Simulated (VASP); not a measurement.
# Ge in VASP: a series of runs, part 2 of 2

VASP 6.6.1. The steps go on from the part before.

**4. Single point, r2SCAN0**

This run uses another cell than the first one, of 21.28 Å³/atom.

POSCAR

```
Ge
1.0
    0.0000000000      2.7711609388      2.7711609388
    2.7711609388      0.0000000000      2.7711609388
    2.7711609388      2.7711609388      0.0000000000
Ge
2
Direct
    0.7500000000      0.7500000000      0.7500000000
    0.5000000000      0.5000000000      0.5000000000
```

INCAR.step1

```
SYSTEM = Ge
PREC     = Accurate       ! precision mode
ENCUT    = 520            ! plane-wave cutoff, eV
EDIFF    = 1E-5           ! SCF threshold, eV
ISMEAR   = -1             ! smearing method
SIGMA    = 0.05           ! smearing width, eV
LREAL    = .False.        ! projectors in reciprocal space
LASPH    = .True.         ! aspherical terms in the spheres
NELM     = 60             ! most SCF steps
ALGO     = Normal         ! electronic algorithm
ISIF     = 2              ! what is computed and relaxed
LWAVE    = .True.         ! write WAVECAR
NBANDS   = 21             ! bands
GGA      = PE             ! functional
```

INCAR.step2

```
SYSTEM = Ge
PREC     = Accurate       ! precision mode
ENCUT    = 520            ! plane-wave cutoff, eV
EDIFF    = 1E-6           ! SCF threshold, eV
ISMEAR   = -1             ! smearing method
SIGMA    = 0.05           ! smearing width, eV
LREAL    = .False.        ! projectors in reciprocal space
LASPH    = .True.         ! aspherical terms in the spheres
NELM     = 60             ! most SCF steps
ALGO     = Normal         ! electronic algorithm
ISIF     = 2              ! what is computed and relaxed
LWAVE    = .False.        ! write WAVECAR
LCHARG   = .True.         ! write CHGCAR
METAGGA  = R2SCAN         ! meta-GGA
LHFCALC  = .True.         ! exact exchange
AEXX     = 0.25           ! exact-exchange fraction
LMIXTAU  = .True.       
PRECFOCK = Normal       
LELF     = .True.         ! ELF
LVHAR    = .True.       
NBANDS   = 21             ! bands
ISTART   = 1
```

KPOINTS

```
regular mesh
0
Gamma
  4 4 4
  0 0 0
```

Potentials or basis: VASP PAW PBE potentials, release 64 (Ge_d).

Run with:

```
$ cat potpaw_PBE.64/Ge_d/POTCAR > POTCAR
$ cp INCAR.step1 INCAR
$ mpirun -np 1 vasp_std > vasp.out
$ cp INCAR.step2 INCAR
$ mpirun -np 1 vasp_std > vasp.out
```

OUTCAR:

```text
SYSTEM = Ge
   PREC = Accurate
   ENCUT = 520
   EDIFF = 1E-6
   ISMEAR = -1
   LREAL = .False.
   LASPH = .True.
   NELM = 60
   ISIF = 2
   METAGGA = R2SCAN
   LHFCALC = .True.
   AEXX = 0.25
   PRECFOCK = Normal
   ISTART = 1

 ion  position               nearest neighbor table
   1  0.750  0.750  0.750-   2 2.40   2 2.40   2 2.40   2 2.40
   2  0.500  0.500  0.500-   1 2.40   1 2.40   1 2.40   1 2.40

  LATTYP: Found a face centered cubic cell.
 ALAT       =     5.5423218776

  Lattice vectors:

 A1 = (   0.0000000000,   2.7711609388,   2.7711609388)
 A2 = (   2.7711609388,   0.0000000000,   2.7711609388)
 A3 = (   2.7711609388,   2.7711609388,   0.0000000000)

Analysis of symmetry for initial positions (statically):
=====================================================================
 Subroutine PRICEL returns:
 Original cell was already a primitive cell.

 Routine SETGRP: Setting up the symmetry group for a
 face centered cubic supercell.

 Subroutine GETGRP returns: Found 48 space group operations
 (whereof 24 operations were pure point group operations)
 out of a pool of 48 trial point group operations.

The static configuration has the point symmetry T_d .
 The point group associated with its full space group is O_h .

Analysis of symmetry for dynamics (positions and initial velocities):
=====================================================================
 Subroutine PRICEL returns:
 Original cell was already a primitive cell.

 Routine SETGRP: Setting up the symmetry group for a
 face centered cubic supercell.

 Subroutine GETGRP returns: Found 48 space group operations
 (whereof 24 operations were pure point group operations)
 out of a pool of 48 trial point group operations.

The dynamic configuration has the point symmetry T_d .
[... 102 lines left out ...]
     AMIX     =   0.40;   BMIX     =  1.00
     AMIX_MAG =   1.60;   BMIX_MAG =  1.00
  volume/ion in A,a.u.               =      21.28       143.61
  Fermi-wavevector in a.u.,A,eV,Ry     =   1.423822  2.690634 27.582678  2.027270
  Thomas-Fermi vector in A             =   2.544379
   LORBIT       =      0    0 simple, 1 ext, 2 COOP (PROOUT), +10 PAW based schemes
   METAGGA = R2SCAN    functional components
   LHFCALC =     T    Hartree Fock is set to
   PRECFOCK=normal    Normal, Fast or Accurate (Low or Medium for compatibility)
   ENCUT4O =  -1.0   cutoff for four orbital integrals eV
   NKREDX  =     1    reduce k-point grid by
   NKREDY  =     1    reduce k-point grid by
   NKREDZ  =     1    reduce k-point grid by
   AEXX    =    0.2500 exact exchange contribution
   HFSCREEN=    0.0000 screening length (either q_TF or 0.3 A-1)
   HFSCREENC=   0.0000 screening length for correlation (either q_TF or 0.3 A-1)
   ENCUTFOCK=  -1.0 apply spherical cutoff to Coloumb kernel
   IVDW    =     0    specifies the selected vdW correction
   LEPSILON=     F    determine dielectric tensor
   LRPA    =     F    only Hartree local field effects (RPA)
 non-spin polarized calculation
  energy-cutoff  :      520.00
  volume of cell :       42.56
 maximum number of plane-waves:      1162
 NGX is ok and might be reduce to    30
  NGX = 24; NGY = 24; NGZ = 24

 number of electron      27.9999991 magnetization

 Free energy of the ion-electron system (eV)
  ---------------------------------------------------
  ext. energy  EPLUGINS =         0.00000000
  ---------------------------------------------------
  free energy    TOTEN  =       -25.80853849 eV

  energy without entropy =      -25.80853849  energy(sigma->0) =      -25.80853849

 E-fermi :   5.7998     XC(G=0):  -8.6425

 val. band max:        4.8320239833   @ k =   0.0000   0.0000   0.0000
 cond. band min:       6.7842204778   @ k =   0.5000   0.0000   0.0000
 fundamental gap:      1.9521964945
 Fermi energy:         5.7997615420

 k-point     1 :       0.0000    0.0000    0.0000
  band No.  band energies     occupation
      1     -23.7414      2.00000
      2     -23.7414      2.00000
      3     -23.7413      2.00000
      4     -23.6980      2.00000
      5     -23.6980      2.00000
      6     -23.4509      2.00000
[... 181 lines left out ...]
     20      18.7830      0.00000
     21      20.7240      0.00000

------------------------ aborting loop because EDIFF is reached ----------------------------------------

  FORCE on cell =-STRESS in cart. coord.  units (eV):
  Direction    XX          YY          ZZ          XY          YZ          ZX
  --------------------------------------------------------------------------------------
  -------------------------------------------------------------------------------------
  Total        1.2947596      1.2947596      1.2947596     -0.0000000      0.0000000     -0.0000000
  in kB       48.7398817     48.7398817     48.7398817     -0.0000000      0.0000000     -0.0000000
  external PRESSURE =      48.7398817 kB  Pullay stress =       0.0000000 kB

 VOLUME and BASIS-vectors are now :
 -----------------------------------------------------------------------------
  energy-cutoff  :      520.00
  volume of cell :       42.56
      direct lattice vectors                 reciprocal lattice vectors
     0.000000000  2.771160939  2.771160939    -0.180429795  0.180429795  0.180429795
     2.771160939  0.000000000  2.771160939     0.180429795 -0.180429795  0.180429795
     2.771160939  2.771160939  0.000000000     0.180429795  0.180429795 -0.180429795

 POSITION                                       TOTAL-FORCE (eV/Angst)
 -----------------------------------------------------------------------------------
      4.15674      4.15674      4.15674         0.000000      0.000000      0.000000
      2.77116      2.77116      2.77116        -0.000000     -0.000000     -0.000000
 -----------------------------------------------------------------------------------
    total drift:                               -0.000010      0.000001     -0.000004

  FREE ENERGIE OF THE ION-ELECTRON SYSTEM (eV)
  ---------------------------------------------------
  free  energy   TOTEN  =       -25.8085384928 eV

  energy  without entropy=      -25.8085384919  energy(sigma->0) =      -25.80853849
```

OSZICAR.step1:

```text
N       E                     dE             d eps       ncg     rms          rms(c)
DAV:   1     0.190293247170E+03    0.19029E+03   -0.14498E+04   364   0.378E+03
DAV:   2     0.183874364720E+02   -0.17191E+03   -0.16634E+03   336   0.593E+02
DAV:   3    -0.788600260498E+01   -0.26273E+02   -0.26115E+02   386   0.141E+02
DAV:   4    -0.875201001070E+01   -0.86601E+00   -0.86550E+00   366   0.303E+01
DAV:   5    -0.876537966129E+01   -0.13370E-01   -0.13369E-01   391   0.413E+00    0.361E+00
DAV:   6    -0.868129223551E+01    0.84087E-01   -0.27516E-02   384   0.138E+00    0.214E+00
DAV:   7    -0.864040248597E+01    0.40890E-01   -0.67419E-02   406   0.208E+00    0.164E-01
DAV:   8    -0.864278925475E+01   -0.23868E-02   -0.63245E-03   366   0.765E-01    0.479E-02
DAV:   9    -0.864304460151E+01   -0.25535E-03   -0.31194E-04   361   0.147E-01    0.152E-02
DAV:  10    -0.864304916100E+01   -0.45595E-05   -0.14975E-05   317   0.509E-02
   1 F= -.86430492E+01 E0= -.86424642E+01  d E =-.116991E-02
```

It took 11 min on 1 thread of Intel Xeon Platinum 8559C (Emerald Rapids), shared host; peak memory 0.18 GiB.

What came out:

```
Free energy            : -25.8085 eV
Pressure               : 4.9 GPa
Band gap on the k mesh : 1.95 eV (least direct gap 2.50 eV)
```

Caveat: the k points lie up to 0.49 Å⁻¹ apart; the PAW data sets were made with another functional, which shifts forces and pressure a little. A k mesh can miss the band edges.

**5. Single point, r2SCAN0**

This run uses another cell than the first one, of 21.73 Å³/atom.

POSCAR

```
Ge
1.0
    0.0000000000      2.7906767997      2.7906767997
    2.7906767997      0.0000000000      2.7906767997
    2.7906767997      2.7906767997      0.0000000000
Ge
2
Direct
    0.7500000000      0.7500000000      0.7500000000
    0.5000000000      0.5000000000      0.5000000000
```

INCAR.step1

```
SYSTEM = Ge
  PREC = Accurate
  ENCUT = 520
  EDIFF = 1E-5
  ISMEAR = -1
  SIGMA = 0.05
  LREAL = .False.
  LASPH = .True.
  NELM = 80
  ALGO = Normal
  ISIF = 2
  LWAVE = .True.
  GGA = PE
  NBANDS = 21
```

INCAR.step2

```
SYSTEM = Ge
  PREC = Accurate
  ENCUT = 520
  EDIFF = 1E-6
  ISMEAR = -1
  SIGMA = 0.05
  LREAL = .False.
  LASPH = .True.
  NELM = 80
  ALGO = Normal
  ISIF = 2
  LWAVE = .False.
  LCHARG = .True.
  METAGGA = R2SCAN
  LHFCALC = .True.
  AEXX = 0.25
  LMIXTAU = .True.
  PRECFOCK = Normal
  LELF = .True.
  LVHAR = .True.
  ISTART = 1
  NBANDS = 21
```

KPOINTS is that of step 4.

Run with:

```
$ cat potpaw_PBE.64/Ge_d/POTCAR > POTCAR
$ cp INCAR.step1 INCAR
$ mpirun -np 1 vasp_std > vasp.out
$ cp INCAR.step2 INCAR
$ mpirun -np 1 vasp_std > vasp.out
```

Run time: 8.7 min. Hardware: 1 thread of Intel Xeon Platinum 8559C (Emerald Rapids), shared host; peak memory 0.17 GiB.

It converged, with:

| Quantity | Value |
| --- | --- |
| Free energy | -25.8303 eV |
| Pressure | 2.8 GPa |
| Band gap on the k mesh | 1.86 eV (least direct gap 2.27 eV) |

Levels at points of the mesh, in eV from the valence-band top:
```
           k point  band 11  band 12  band 13  band 14  band 15  band 16  band 17  band 18
(0.00, 0.00, 0.00)   -14.80     0.00     0.00     0.00     2.27     4.06     4.06     4.06
(0.50, 0.00, 0.00)   -12.28    -8.75    -1.66    -1.66     1.86     5.37     5.37     9.02
(0.50, 0.50, 0.00)   -10.15   -10.15    -3.65    -3.65     2.08     2.08    12.29    12.29
```

Caveat: the k points lie up to 0.49 Å⁻¹ apart; the PAW data sets were made with another functional, which shifts forces and pressure a little.

**6. Single point, r2SCAN0**

This run uses another cell than the first one, of 22.19 Å³/atom.

POSCAR

```
Ge
1.0
    0.0000000000      2.8099234548      2.8099234548
    2.8099234548      0.0000000000      2.8099234548
    2.8099234548      2.8099234548      0.0000000000
Ge
2
Direct
    0.7500000000      0.7500000000      0.7500000000
    0.5000000000      0.5000000000      0.5000000000
```

INCAR.step1

```
SYSTEM = Ge
ALGO = Normal
EDIFF = 1E-5
ENCUT = 520
GGA = PE
ISIF = 2
ISMEAR = -1
LASPH = .True.
LCHARG = .False.
LREAL = .False.
LWAVE = .True.
NBANDS = 21
NELM = 100
PREC = Accurate
SIGMA = 0.05
```

INCAR.step2

```
SYSTEM = Ge
AEXX = 0.25
ALGO = Normal
EDIFF = 1E-6
ENCUT = 520
ISIF = 2
ISMEAR = -1
ISTART = 1
LASPH = .True.
LCHARG = .False.
LHFCALC = .True.
LMIXTAU = .True.
LREAL = .False.
LWAVE = .False.
METAGGA = R2SCAN
NBANDS = 21
NELM = 100
PREC = Accurate
PRECFOCK = Normal
SIGMA = 0.05
```

KPOINTS

```
k-points
0
Gamma
  4 4 4
  0 0 0
```

Potentials or basis: VASP PAW PBE potentials, release 64 (Ge_d).

Run with:

```
$ cat potpaw_PBE.64/Ge_d/POTCAR > POTCAR
$ cp INCAR.step1 INCAR
$ mpirun -np 1 vasp_std > vasp.out
$ cp INCAR.step2 INCAR
$ mpirun -np 1 vasp_std > vasp.out
```

Wall time 7.9 min (1 thread of Intel Xeon Platinum 8559C (Emerald Rapids), shared host); peak memory 0.18 GiB.

It converged, with:

- Free energy: -25.8408 eV
- Pressure: 0.9 GPa
- Band gap on the k mesh: 1.78 eV (least direct gap 2.04 eV)

Levels at points of the mesh, in eV from the valence-band top:
| k point | band 11 | band 12 | band 13 | band 14 | band 15 | band 16 | band 17 | band 18 |
| --- | --- | --- | --- | --- | --- | --- | --- | --- |
| (0.00, 0.00, 0.00) | -14.62 | 0.00 | 0.00 | 0.00 | 2.04 | 4.05 | 4.05 | 4.05 |
| (0.50, 0.00, 0.00) | -12.17 | -8.64 | -1.63 | -1.63 | 1.78 | 5.36 | 5.36 | 9.00 |
| (0.50, 0.50, 0.00) | -10.06 | -10.06 | -3.57 | -3.57 | 2.11 | 2.11 | 12.10 | 12.10 |

Caveat: the k points lie up to 0.48 Å⁻¹ apart; the PAW data sets were made with another functional, which shifts forces and pressure a little.

**7. Single point, PBEsol**

This run uses another cell than the first one, of 23.09 Å³/atom.

INCAR

```
SYSTEM = Ge
PREC = Accurate
ENCUT = 500
EDIFF = 1E-6
ISMEAR = -1
SIGMA = 0.05
LREAL = .FALSE.
LASPH = .TRUE.
NELM = 120
ALGO = Normal
ISIF = 2
LWAVE = .FALSE.
LCHARG = .FALSE.
GGA = PS
NBANDS = 21
GGA_COMPAT = .FALSE.
```

KPOINTS

```
Automatic mesh
0
G
  8 8 8
  0 0 0
```

POSCAR

```
Ge
1.0
    0.0000000000      2.8289100000      2.8854882000
    2.8289100000      0.0000000000      2.8854882000
    2.8289100000      2.8289100000      0.0000000000
Ge
2
Direct
    0.7500000000      0.7500000000      0.7500000000
    0.5000000000      0.5000000000      0.5000000000
```

Run with:

```
$ cat potpaw_PBE.64/Ge_d/POTCAR > POTCAR
$ mpirun -np 1 vasp_std > vasp.out
```

Run time: 94 s. Hardware: 1 thread of Intel Xeon 8259CL, shared host; peak memory 0.19 GiB.

Results (log left out):

| Quantity | Value |
| --- | --- |
| Free energy | -9.8597 eV |
| Pressure | -0.8 GPa |
| Band gap on the k mesh | zero (filled and empty bands touch) |

Stress tensor (GPa, compression positive):
```
-0.33  0.00  0.00
 0.00 -0.33  0.00
 0.00  0.00 -1.73
```

Levels at points of the mesh, in eV from the Fermi level:
```tsv
k point	band 11	band 12	band 13	band 14	band 15	band 16	band 17	band 18
(0.00, 0.00, 0.00)	-12.63	-0.17	-0.08	0.07	0.07	2.51	2.51	2.61
(0.50, 0.00, 0.00)	-10.58	-7.52	-1.45	-1.27	0.07	3.67	3.78	6.98
(0.50, 0.50, 0.00)	-8.87	-8.87	-2.91	-2.91	0.81	0.81	9.33	9.33
(0.50, 0.00, 0.50)	-8.78	-8.78	-3.04	-3.04	0.66	0.66	9.33	9.33
```

Caveat: semilocal functionals underestimate gaps, and a narrow one can read as zero; the PAW data sets were made with another functional, which shifts forces and pressure a little.

**8. Summary**

```csv
task,level,cell,k mesh,cutoff (eV),grid for exact exchange (PRECFOCK),share of exact exchange,screening parameter,gap on the mesh (eV),pressure (GPa),relaxed volume (Å³/atom)
relaxation of cell and atoms,PBE-based screened hybrid with 25 % exact exchange,"relaxed from a = 4.001 Å, angles 60.0°, 2 atoms",4 × 4 × 4,600,Normal,0.25,0.3 1/Å,0.59,0.1,23.10
relaxation of cell and atoms,HSE06,"relaxed from a = 4.001 Å, angles 60.0°, 2 atoms",4 × 4 × 4,600,Normal,0.25,0.2079 1/Å,0.82,0.0,22.97
single point,r2SCAN0,"a = 3.919 Å, angles 60.0°, 2 atoms",4 × 4 × 4,520,Normal,0.25,-,1.95,4.9,-
single point,r2SCAN0,"a = 3.947 Å, angles 60.0°, 2 atoms",4 × 4 × 4,520,Normal,0.25,-,1.86,2.8,-
single point,r2SCAN0,"a = 3.974 Å, angles 60.0°, 2 atoms",4 × 4 × 4,520,Normal,0.25,-,1.78,0.9,-
single point,PBEsol,"a = 4.041, b = 4.041, c = 4.001 Å, angles 60.3, 60.3, 59.3°, 2 atoms",8 × 8 × 8,500,-,-,-,none,-0.8,-
```

Alike in all rows: potentials or basis VASP PAW PBE potentials, release 64 (Ge_d); no spin polarisation; smearing fermi-dirac 0.05 eV.

Caveats: some runs use coarse meshes; the PAW data sets were made with another functional, which shifts forces and pressure a little; semilocal functionals underestimate gaps, and a narrow one can read as zero (at least some runs).

Total energies depend on the potentials used, so only differences within one code and one set of settings carry meaning.

The gap in the log of VASP goes by the Fermi energy; the results here count the filled bands.